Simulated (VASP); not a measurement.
**LiW3N3: single point with PBE**

The system is LiW3N3.

```xyz
7
Lattice="4.0437 0.0000 0.0000 0.0000 4.0437 0.0000 0.0000 0.0000 4.0437" Properties=species:S:1:pos:R:3 pbc="T T T"
Li    0.0000    0.0000    0.0000
W     0.0000    2.0218    2.0218
W     2.0218    0.0000    2.0218
W     2.0218    2.0218    0.0000
N     2.0218    0.0000    0.0000
N     0.0000    2.0218    0.0000
N     0.0000    0.0000    2.0218
```

```yaml
Program: VASP 6.6.1
Task: single point
Functional: PBE
Potentials_or_basis: VASP PAW PBE potentials, release 64 (Li_sv, W_sv, N)
Cutoff: 520 eV
k_mesh: 10 × 10 × 10
Occupations: gaussian, width 0.1 eV
Spin: no spin polarisation
```

```yaml
Band_gap_on_the_k_mesh: zero (bands 30 and 31 overlap by 3.52 eV)
```

Levels at points of the mesh, in eV from the Fermi level:
```csv
k point,band 27,band 28,band 29,band 30,band 31,band 32,band 33,band 34
"(0.00, 0.00, 0.00)",-2.99,-2.99,-2.99,-0.53,-0.53,-0.53,1.49,1.49
"(0.50, 0.00, 0.00)",-4.34,-1.77,-1.55,-1.55,-0.45,0.89,0.89,1.83
"(0.50, 0.50, 0.00)",-2.53,-2.25,-2.25,0.69,0.80,1.69,1.69,2.36
"(0.50, 0.50, 0.50)",-3.07,-3.07,-0.25,2.62,2.62,2.62,3.22,3.22
```

Run time: 2.3 min on 1 thread of AMD EPYC 7R13 (shared host), peak memory 0.25 GiB.

Caveat: spin-orbit coupling is left out, which moves the levels of the heavy elements.
